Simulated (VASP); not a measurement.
InSb: single point with PBE

The system is InSb.

```xyz
2
Lattice="3.1073 0.0000 0.0000 0.0000 3.1073 0.0000 0.0000 0.0000 6.1841" Properties=species:S:1:pos:R:3 pbc="T T T"
In    0.0000    0.0000    0.0000
Sb    0.0000    0.0000    3.0921
```

This cell differs from its parent crystal: strained.

```yaml
Program: VASP 6.6.1
Task: single point
Functional: PBE
Potentials_or_basis: VASP PAW PBE potentials, release 64 (In_d, Sb)
Cutoff: 520 eV
k_mesh: 14 × 14 × 8
Occupations: gaussian, width 0.1 eV
Spin: no spin polarisation
Dipole_correction: no
Further_INCAR_settings: ALGO = Normal; EDIFF = 1e-06; NBANDS = 16
```

```yaml
Pressure: -0.2 GPa
Band_gap_on_the_k_mesh: zero (bands 9 and 10 overlap by 5.68 eV)
```

Stress tensor (GPa, compression positive):
```
-0.57  0.00  0.00
 0.00 -0.57  0.00
 0.00  0.00  0.59
```

Levels at points of the mesh, in eV from the Fermi level:
| k point | band 7 | band 8 | band 9 | band 10 | band 11 | band 12 |
| --- | --- | --- | --- | --- | --- | --- |
| (0.00, 0.00, 0.00) | -6.70 | -4.47 | 4.05 | 4.05 | 5.36 | 7.68 |
| (0.50, 0.00, 0.00) | -4.86 | -3.32 | -2.25 | -1.47 | 3.03 | 6.10 |
| (0.50, 0.50, 0.00) | -2.79 | -2.79 | -0.15 | 0.46 | 1.01 | 1.01 |
| (0.00, 0.00, 0.50) | -7.99 | -0.76 | 0.35 | 4.24 | 4.24 | 7.76 |
| (0.50, 0.00, 0.50) | -4.84 | -4.57 | -2.32 | 1.72 | 3.09 | 5.88 |
| (0.50, 0.50, 0.50) | -2.57 | -2.57 | -1.73 | 0.29 | 0.29 | 3.15 |

It took 40 s on 1 thread of Intel(R) Xeon(R) Platinum 8559C (Emerald Rapids), on a shared host, peak memory 0.3 GiB.

Caveat: the cell differs from its parent crystal (strained); spin-orbit coupling is left out, which moves the levels of the heavy elements.
